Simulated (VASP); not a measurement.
A run of VASP 6.6.1:

File INCAR:

```
SYSTEM = CdSe
ALGO = Normal
EDIFF = 1E-6
ENCUT = 520
GGA = PE
ISIF = 2
ISMEAR = 0
LASPH = .TRUE.
LCHARG = .FALSE.
LREAL = .FALSE.
LWAVE = .FALSE.
NBANDS = 16
NELM = 100
PREC = Accurate
SIGMA = 0.01
```

KPOINTS

```
k-points
0
G
  4 4 4
  0 0 0
```

POSCAR

```
CdSe
1.0
   -0.0153389048      3.0677809642      3.0677809642
    3.0677809642     -0.0153389048      3.0677809642
    3.0524420594      3.0524420594      0.0000000000
Cd Se
1 1
Direct
   -0.0010735958     -0.0010735958      0.0010735958
    0.2510735958      0.2510735958      0.2489264042
```

Potentials or basis: VASP PAW PBE potentials, release 64 (Cd, Se).

Launch:

```bash
$ cat potpaw_PBE.64/Cd/POTCAR potpaw_PBE.64/Se/POTCAR > POTCAR
$ mpirun -np 1 vasp_std > vasp.out
```

Hardware: 1 thread of Intel(R) Xeon(R) 6975P-C (Granite Rapids), with other jobs on the host.

Problem. How long does it take, and how much memory?

Solution. Run time: 14 s on 1 thread of Intel(R) Xeon(R) 6975P-C (Granite Rapids), on a shared host, peak memory 0.18 GiB. Counts: scf iterations 12, k points 18.
